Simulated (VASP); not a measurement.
Write the native input for VASP 6.6.1 that does the following.

- Task: single point
- Functional: LDA
- Potentials or basis: VASP PAW LDA potentials, release 64 (Ga_d, N_h)
- Cutoff: 1330 eV
- k mesh: 17 × 17 × 17
- Occupations: fermi-dirac, width 0.05 eV
- Spin: no spin polarisation
- Dipole correction: no
- Further INCAR settings: ALGO = Normal; EDIFF = 1e-06; NBANDS = 16

The structure of GaN (zincblende type) lies in POSCAR:

```
GaN
1.0
    0.0000000000      2.2275739829      2.2275739829
    2.2275739829      0.0000000000      2.2275739829
    2.2275739829      2.2275739829      0.0000000000
Ga N
1 1
Direct
    0.0000000000      0.0000000000      0.0000000000
    0.2500000000      0.2500000000      0.2500000000
```

The input as run:

INCAR

```
SYSTEM = GaN
ALGO = Normal ; EDIFF = 1E-6
ENCUT = 1330 ; GGA_COMPAT = .FALSE.
ISIF = 2 ; ISMEAR = -1
LASPH = .TRUE. ; LCHARG = .FALSE.
LREAL = .FALSE. ; LWAVE = .FALSE.
NBANDS = 16 ; NELM = 120
PREC = Accurate ; SIGMA = 0.05
```

KPOINTS

```
k-points
0
G
  17 17 17
  0 0 0
```

Potentials or basis: VASP PAW LDA potentials, release 64 (Ga_d, N_h).

Launch:

```sh
$ cat potpaw_LDA.64/Ga_d/POTCAR potpaw_LDA.64/N_h/POTCAR > POTCAR
$ mpirun -np 1 vasp_std > vasp.out
```

It gave:

* Pressure: 1.0 GPa
* Band gap on the k mesh: 1.98 eV

Caveat: an odd mesh through Γ misses points on the zone boundary, where band edges can lie.

It took 89 s on 1 thread of Intel(R) Xeon(R) Platinum 8559C (Emerald Rapids), with other jobs on the host, peak memory 0.38 GiB.
